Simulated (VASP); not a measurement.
Runs of VASP 6.6.1 on SiC2. The structure is trigonal, space group P-3m1 (No. 164). The conventional cell has a = 2.821 Å, b = 2.821 Å, c = 4.851 Å, α = 90.00°, β = 90.00°, γ = 120.00°. Within 2.7 Å of Si (site symmetry -3m) lie 6 C at 2.00 Å. C (site symmetry 3m) has 3 Si at 2.00 Å within 2.7 Å. 

```tsv
task	potentials or basis	spin	cell	cutoff (eV)	second run	gap on the mesh (eV)	pressure (GPa)	relaxed volume (Å³/atom)	largest force (eV/Å)
single point	VASP PAW PBE potentials, release 64 (Si, C)	off	as given	520	-	none	-6.7	-	0.91
relaxation of cell and atoms	VASP PAW PBE potentials, release 64 (Si, C_h)	off	relaxed	910	hard_potentials	none	-0.3	(a)	0.01
single point	VASP PAW PBE potentials, release 64 (Si, C)	collinear, ferromagnetic start	as given	520	-	none	-6.7	-	0.91
relaxation of cell and atoms	VASP PAW PBE potentials, release 64 (Si, C)	off	relaxed	600	-	none	-0.1	11.78	0.03
```

Alike in all rows: level PBE+D3(BJ); k mesh 6 × 6 × 4; smearing gaussian 0.1 eV.

Question: Fill in the values left out.

Answer: (a) 11.44.

Caveats: all runs use coarse meshes; pairwise dispersion overbinds metals, which lowers pressure and volume; the cutoff is under 1.25 times the usual one of these potentials, so pressure, stress and relaxed cells hold a basis-set (Pulay) error (some runs).

A gap of «none» marks levels without a gap at the run's occupations.
